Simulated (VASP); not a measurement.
Runs of VASP 6.6.1 on Be2Pd. The structure is that of space group P6/mmm (No. 191), or close to it. The cells are those of the table. 

| task | cell | k mesh | cutoff (eV) | gap on the mesh (eV) | pressure (GPa) | relaxed volume (Å³/atom) |
| --- | --- | --- | --- | --- | --- | --- |
| single point | a = 3.090, b = 3.090, c = 3.336 Å, angles 90.0, 90.0, 120.0°, 3 atoms | 6 × 6 × 6 | 520 | none | 29.7 | - |
| relaxation of cell and atoms | relaxed from a = 3.722, b = 3.722, c = 2.616 Å, angles 90.0, 90.0, 120.0°, 3 atoms | 12 × 12 × 18 | 600 | none | -0.1 | (a) |
| relaxation of cell and atoms | relaxed from a = 3.090, b = 3.090, c = 3.336 Å, angles 90.0, 90.0, 120.0°, 3 atoms | 6 × 6 × 6 | 600 | none | -0.2 | 10.46 |
| single point | a = 3.713, b = 3.713, c = 2.623 Å, angles 90.0, 90.0, 120.0°, 3 atoms | 12 × 12 × 18 | 520 | none | 0.0 | - |
| single point | a = 3.722, b = 3.722, c = 2.616 Å, angles 90.0, 90.0, 120.0°, 3 atoms | 6 × 6 × 6 | 520 | none | -0.1 | - |

Alike in all rows: level PBE; potentials or basis VASP PAW PBE potentials, release 64 (Be, Pd); no spin polarisation; smearing gaussian 0.1 eV.

Estimate the missing entries.

(a) 10.44.

Caveats: some runs use coarse meshes; a cell axis changed by over 15 % at a fixed basis, so the end point is rough (at least some runs).

A k mesh can miss the band edges, and the runs leave out spin-orbit coupling on Pd.

A gap of «none» marks levels without a gap at the run's occupations.
